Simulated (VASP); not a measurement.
# Ga2O3 (R-3c) in VASP: a series of runs

Ga2O3 is run at these levels: PBE; tasks: single point.

All numbers are computed with VASP 6.6.1; they aren't measurements. Logs are shortened: lines on timing, memory, paths and dates and some standing lists are left out, and cuts for length are marked.

**1. The cell of the first run**

Symmetry: R-3c, No. 167, trigonal system. The conventional cell has a = 4.835 Å, b = 4.835 Å, c = 13.039 Å, α = 90.00°, β = 90.00°, γ = 120.00°. Within 2.5 Å of Ga (site symmetry 3) lie 6 O at 1.87 to 2.01 Å. Within 2.8 Å of O (site symmetry 2) lie 4 Ga at 1.87 to 2.01 Å and 8 O at 2.54 to 2.75 Å.

**2. Single point, PBE (strain -3.0%)**

The input, INCAR:

```
SYSTEM = Ga2O3
PREC = Accurate
ENCUT = 520
EDIFF = 1E-7
ISMEAR = -1
SIGMA = 0.02
LREAL = .FALSE.
LASPH = .TRUE.
NELM = 80
ALGO = Normal
ISIF = 2
LWAVE = .FALSE.
LCHARG = .FALSE.
GGA = PE
NBANDS = 55
```

The input, KPOINTS:

```
Automatic mesh
0
G
  6 6 6
  0 0 0
```

The input, POSCAR:

```
Ga2O3
1.0
    2.4174939191      1.3957407649      4.3462197250
   -2.4174939191      1.3957407649      4.3462197250
    0.0000000000     -2.7914815299      4.3462197250
Ga O
4 6
Direct
    0.8553777174      0.8553777174      0.8553777174
    0.6446222826      0.6446222826      0.6446222826
    0.1446222826      0.1446222826      0.1446222826
    0.3553777174      0.3553777174      0.3553777174
    0.7500000000      0.4462675607      0.0537324393
    0.4462675607      0.0537324393      0.7500000000
    0.0537324393      0.7500000000      0.4462675607
    0.2500000000      0.5537324393      0.9462675607
    0.9462675607      0.2500000000      0.5537324393
    0.5537324393      0.9462675607      0.2500000000
```

Potentials or basis: VASP PAW PBE potentials, release 64 (Ga_d, O).

On the command line:

```console
> cat potpaw_PBE.64/Ga_d/POTCAR potpaw_PBE.64/O/POTCAR > POTCAR
> mpirun -np 1 vasp_std > vasp.out
```

OUTCAR:

```text
SYSTEM = Ga2O3
   PREC = Accurate
   ENCUT = 520
   EDIFF = 1E-7
   ISMEAR = -1
   LREAL = .FALSE.
   LASPH = .TRUE.
   NELM = 80
   ISIF = 2
   GGA = PE

 ion  position               nearest neighbor table
   1  0.855  0.855  0.855-   9 1.87  10 1.87   8 1.87   5 2.01   7 2.01   6 2.01   2 2.75   3 2.85
                             3 2.85   3 2.85
   2  0.645  0.645  0.645-   8 1.87  10 1.87   9 1.87   7 2.01   5 2.01   6 2.01   1 2.75   4 2.85
                             4 2.85   4 2.85
   3  0.145  0.145  0.145-   7 1.87   6 1.87   5 1.87   8 2.01   9 2.01  10 2.01   4 2.75   1 2.85
                             1 2.85   1 2.85
   4  0.355  0.355  0.355-   5 1.87   6 1.87   7 1.87   9 2.01   8 2.01  10 2.01   3 2.75   2 2.85
                             2 2.85   2 2.85
   5  0.750  0.446  0.054-   4 1.87   3 1.87   1 2.01   2 2.01
   6  0.446  0.054  0.750-   3 1.87   4 1.87   1 2.01   2 2.01
   7  0.054  0.750  0.446-   3 1.87   4 1.87   2 2.01   1 2.01
   8  0.250  0.554  0.946-   2 1.87   1 1.87   3 2.01   4 2.01
   9  0.946  0.250  0.554-   1 1.87   2 1.87   4 2.01   3 2.01
  10  0.554  0.946  0.250-   1 1.87   2 1.87   3 2.01   4 2.01

  LATTYP: Found a trigonal (rhomboedric) cell.
 ALAT       =     5.1654617441
 COS(alpha) =     0.5619310443

  Lattice vectors:

 A1 = (   2.4174939191,   1.3957407649,   4.3462197250)
 A2 = (  -2.4174939191,   1.3957407649,   4.3462197250)
 A3 = (   0.0000000000,  -2.7914815299,   4.3462197250)

Analysis of symmetry for initial positions (statically):
=====================================================================
 Subroutine PRICEL returns:
 Original cell was already a primitive cell.

 Routine SETGRP: Setting up the symmetry group for a
 trigonal (rhombohedral) supercell.

 Subroutine GETGRP returns: Found 12 space group operations
 (whereof  6 operations were pure point group operations)
 out of a pool of 12 trial point group operations.

The static configuration has the point symmetry S_6 .
 The point group associated with its full space group is D_3d.

Analysis of symmetry for dynamics (positions and initial velocities):
=====================================================================
 Subroutine PRICEL returns:
 Original cell was already a primitive cell.

 Routine SETGRP: Setting up the symmetry group for a
 trigonal (rhombohedral) supercell.

 Subroutine GETGRP returns: Found 12 space group operations
 (whereof  6 operations were pure point group operations)
 out of a pool of 12 trial point group operations.

The dynamic configuration has the point symmetry S_6 .
 The point group associated with its full space group is D_3d.

 Subroutine INISYM returns: Found 12 space group operations
 (whereof  6 operations are pure point group operations),
 and found     1 'primitive' translations

----------------------------------------------------------------------------------------

                                     Primitive cell

  volume of cell :      87.9900

  direct lattice vectors                    reciprocal lattice vectors
     2.417493919  1.395740765  4.346219725     0.206825753  0.119410904  0.076695003
    -2.417493919  1.395740765  4.346219725    -0.206825753  0.119410904  0.076695003
     0.000000000 -2.791481530  4.346219725     0.000000000 -0.238821808  0.076695003

  length of vectors
     5.165461744  5.165461744  5.165461744     0.250834566  0.250834566  0.250834566

  position of ions in fractional coordinates (direct lattice)
     0.855377717  0.855377717  0.855377717
     0.644622283  0.644622283  0.644622283
     0.144622283  0.144622283  0.144622283
     0.355377717  0.355377717  0.355377717
     0.750000000  0.446267561  0.053732439
     0.446267561  0.053732439  0.750000000
     0.053732439  0.750000000  0.446267561
     0.250000000  0.553732439  0.946267561
     0.946267561  0.250000000  0.553732439
     0.553732439  0.946267561  0.250000000

  ion indices of the primitive-cell ions
   primitive index   ion index
                 1           1
                 2           2
                 3           3
                 4           4
                 5           5
                 6           6
                 7           7
                 8           8
                 9           9
                10          10

----------------------------------------------------------------------------------------

 KPOINTS: Automatic mesh

Automatic generation of k-mesh.
 Grid dimensions read from file:
 generate k-points for:    6    6    6

 Generating k-lattice:

  Cartesian coordinates                     Fractional coordinates (reciprocal lattice)
     0.034470959  0.019901817  0.012782500     0.166666667 -0.000000000  0.000000000
    -0.034470959  0.019901817  0.012782500    -0.000000000  0.166666667  0.000000000
     0.000000000 -0.039803635  0.012782500     0.000000000  0.000000000  0.166666667

  Length of vectors
     0.041805761  0.041805761  0.041805761

  Shift w.r.t. Gamma in fractional coordinates (k-lattice)
     0.000000000  0.000000000  0.000000000

 Subroutine IBZKPT returns following result:
 ===========================================

 Found     32 irreducible k-points:

 Following reciprocal coordinates:
            Coordinates               Weight
  0.000000  0.000000  0.000000      1.000000
  0.166667 -0.000000  0.000000      6.000000
  0.333333 -0.000000  0.000000      6.000000
  0.500000 -0.000000  0.000000      3.000000
  0.166667  0.166667  0.000000      6.000000
  0.333333  0.166667 -0.000000     12.000000
[... 16 lines left out ...]
  0.500000  0.500000  0.166667      6.000000
 -0.333333  0.500000  0.166667     12.000000
 [... further k-points ...]
   k-points           NKPTS =     32   k-points in BZ     NKDIM =     32   number of bands    NBANDS=     55
   number of dos      NEDOS =    301   number of ions     NIONS =     10
   total plane-waves  NPLWV =  64000
   dimension x,y,z NGX =    40 NGY =   40 NGZ =   40
   dimension x,y,z NGXF=    80 NGYF=   80 NGZF=   80
   ions per type =               4   6
   NGX,Y,Z   is equivalent  to a cutoff of  12.87, 12.87, 12.87 a.u.
   NGXF,Y,Z  is equivalent  to a cutoff of  25.75, 25.75, 25.75 a.u.
 SYSTEM =  Ga2O3
   PREC   = accura    normal or accurate (medium, high low for compatibility)
   ISTART =      0    job   : 0-new  1-cont  2-samecut
   ICHARG =      2    charge: 1-file 2-atom 10-const
   ISPIN  =      1    spin polarized calculation?
   LNONCOLLINEAR =      F non collinear calculations
   LSORBIT =      F    spin-orbit coupling
   LASPH  =      T    aspherical Exc in radial PAW
   ENCUT  =  520.0 eV  38.22 Ry    6.18 a.u.   9.60  9.60  9.60*2*pi/ulx,y,z
   NELM   =     80;   NELMIN=  2; NELMDL= -5     # of ELM steps
   EDIFF  = 0.1E-06   stopping-criterion for ELM
   LREAL  =      F    real-space projection
   EDIFFG = 0.1E-05   stopping-criterion for IOM
   NSW    =      0    number of steps for IOM
   IBRION =     -1    ionic relax: 0-MD 1-quasi-New 2-CG
   NFREE  =      0    steps in history (QN), initial steepest desc. (CG)
   ISIF   =      2    stress and relaxation
   ISYM   =      2    0-nonsym 1-usesym 2-fastsym
   POTIM  = 0.5000    time-step for ionic-motion
   TEBEG  =    0.0;   TEEND  =   0.0 temperature during run
   PSTRESS=    0.0 pullay stress
   NELECT =      88.0000    total number of electrons
   NUPDOWN=      -1.0000    fix difference up-down
   EMIN   =  10.00;   EMAX   =-10.00  energy-range for DOS
   EFERMI =   0.00;   METHOD = LEGACY
   ISMEAR =    -1;   SIGMA  =   0.02  broadening in eV -4-tet -1-fermi 0-gaus
   EFERMI_NEDOS =   21; number of points for ismear=-14 and -15
   IALGO  =     38    algorithm
   IMIX   =      4    mixing-type and parameters
     AMIX     =   0.40;   BMIX     =  1.00
     AMIX_MAG =   1.60;   BMIX_MAG =  1.00
  volume/ion in A,a.u.               =       8.80        59.38
  Fermi-wavevector in a.u.,A,eV,Ry     =   1.637161  3.093785 36.467638  2.680296
  Thomas-Fermi vector in A             =   2.728347
   LORBIT       =      0    0 simple, 1 ext, 2 COOP (PROOUT), +10 PAW based schemes
   GGA     = PE    functional components
   LHFCALC =     F    Hartree Fock is set to
   AEXX    =    0.0000 exact exchange contribution
   IVDW    =     0    specifies the selected vdW correction
   LEPSILON=     F    determine dielectric tensor
   LRPA    =     F    only Hartree local field effects (RPA)
 non-spin polarized calculation
  energy-cutoff  :      520.00
  volume of cell :       87.99
 maximum number of plane-waves:      2384
 NGX is ok and might be reduce to    40
   NGX = 19   NGY = 19   NGZ = 19

 number of electron      88.0000036 magnetization

 Free energy of the ion-electron system (eV)
  ---------------------------------------------------
  ext. energy  EPLUGINS =         0.00000000
  ---------------------------------------------------
  free energy    TOTEN  =       -58.02271901 eV

  energy without entropy =      -58.02271901  energy(sigma->0) =      -58.02271901

 E-fermi :   6.1057     XC(G=0): -12.7292

 val. band max:        5.5940856456   @ k =  -0.1667   0.1667   0.0000
 cond. band min:       9.4732279052   @ k =   0.0000   0.0000   0.0000
 fundamental gap:      3.8791422597
 Fermi energy:         6.1056628078

 k-point     1 :       0.0000    0.0000    0.0000
  band No.  band energies     occupation
      1     -14.2125      2.00000
      2     -11.8308      2.00000
      3     -11.8308      2.00000
      4     -11.8120      2.00000
      5     -11.7672      2.00000
      6     -11.7672      2.00000
[... 47 lines left out ...]
     54      17.4588      0.00000
     55      18.9958      0.00000

 k-point     2 :       0.1667   -0.0000    0.0000
  band No.  band energies     occupation
      1     -14.0674      2.00000
      2     -11.9945      2.00000
      3     -11.8465      2.00000
      4     -11.8413      2.00000
      5     -11.7801      2.00000
      6     -11.7671      2.00000
[... 47 lines left out ...]
     54      18.1129      0.00000
     55      18.7714      0.00000
[... 1216 lines left out ...]
     54      18.5547      0.00000
     55      18.7405      0.00000

 k-point    24 :      -0.3333    0.5000    0.1667
  band No.  band energies     occupation
      1     -12.9960      2.00000
      2     -12.6258      2.00000
      3     -12.2785      2.00000
      4     -12.1148      2.00000
      5     -11.8247      2.00000
      6     -11.7698      2.00000
[... 47 lines left out ...]
     54      18.4279      0.00000
     55      18.7657      0.00000

 [... further k-points ...]
[... 5 lines left out ...]
  --------------------------------------------------------------------------------------
  -------------------------------------------------------------------------------------
  Total       21.4213012     21.4213012     19.0150491      0.0000000     -0.0000000      0.0000000
  in kB      390.0527529    390.0527529    346.2381762      0.0000000     -0.0000000      0.0000000
  external PRESSURE =     375.4478940 kB  Pullay stress =       0.0000000 kB

 VOLUME and BASIS-vectors are now :
 -----------------------------------------------------------------------------
  energy-cutoff  :      520.00
  volume of cell :       87.99
      direct lattice vectors                 reciprocal lattice vectors
     2.417493919  1.395740765  4.346219725     0.206825753  0.119410904  0.076695003
    -2.417493919  1.395740765  4.346219725    -0.206825753  0.119410904  0.076695003
     0.000000000 -2.791481530  4.346219725     0.000000000 -0.238821808  0.076695003

 POSITION                                       TOTAL-FORCE (eV/Angst)
 -----------------------------------------------------------------------------------
      0.00000     -0.00000     11.15298         0.000000     -0.000000      0.117348
      0.00000     -0.00000      8.40501         0.000000      0.000000     -0.117348
      0.00000     -0.00000      1.88568         0.000000      0.000000     -0.117348
      0.00000     -0.00000      4.63365         0.000000     -0.000000      0.117348
      0.73427      1.51969      5.43277        -0.001508      0.002613      0.000000
      0.94895     -1.39574      5.43277         0.003017      0.000000      0.000000
     -1.68322     -0.12395      5.43277        -0.001508     -0.002613      0.000000
     -0.73427     -1.51969      7.60588         0.001508     -0.002613      0.000000
      1.68322      0.12395      7.60588         0.001508      0.002613      0.000000
     -0.94895      1.39574      7.60588        -0.003017      0.000000      0.000000
 -----------------------------------------------------------------------------------
    total drift:                                0.000000     -0.000000     -0.000000

  FREE ENERGIE OF THE ION-ELECTRON SYSTEM (eV)
  ---------------------------------------------------
  free  energy   TOTEN  =       -58.0227190117 eV

  energy  without entropy=      -58.0227190117  energy(sigma->0) =      -58.02271901
```

Wall time 2.2 min (1 thread of Intel Xeon Platinum 8559C (Emerald Rapids), shared host); peak memory 0.29 GiB.

Results:

- Free energy: -58.0227 eV
- Pressure: 37.5 GPa
- Largest force: 0.117 eV/Å
- Band gap on the k mesh: 3.88 eV (least direct gap 4.15 eV)

Forces in eV/Å, atoms in the order of the input:
```
Ga   0.000  0.000  0.117
Ga   0.000  0.000 -0.117
Ga   0.000  0.000 -0.117
Ga   0.000  0.000  0.117
O   -0.002  0.003  0.000
O    0.003  0.000  0.000
O   -0.002 -0.003  0.000
O    0.002 -0.003  0.000
O    0.002  0.003  0.000
O   -0.003  0.000  0.000
```

Caveat: the cell differs from its parent crystal (strain -3.0%); the cell stands under pressure. A k mesh can miss the band edges.

(Part 1 of 2 ends here.)
